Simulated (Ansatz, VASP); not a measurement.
**Fe: VASP beside Ansatz**

```xyz
1
Lattice="2.2974 0.0000 0.0000 0.0000 2.2974 0.0000 0.0000 0.0000 2.2974" Properties=species:S:1:pos:R:3 pbc="T T T"
Fe    0.0000    0.0000    0.0000
```

Alike in both runs: task single point; functional r2SCAN; k mesh 16 × 16 × 16; occupations fermi-dirac, width 0.1 eV; no spin polarisation.

|  | VASP | Ansatz |
| --- | --- | --- |
| version | VASP 6.6.1 | Ansatz 0.2.0 |
| potentials or method | VASP PAW PBE potentials, release 64 (Fe), cutoff 520 eV | plane waves (500 eV) with PAW, scalar-relativistic |
| valence electrons in the cell | 8 | 16 |

```tsv
	VASP	Ansatz	Ansatz less VASP
pressure (GPa)	-14.6	-14.8	-0.25
```

VASP's potentials were made for PBE, not for r2SCAN. VASP's potentials hold 8 valence electrons a cell and Ansatz's 16, so a difference there can come from the potentials and not from the codes.
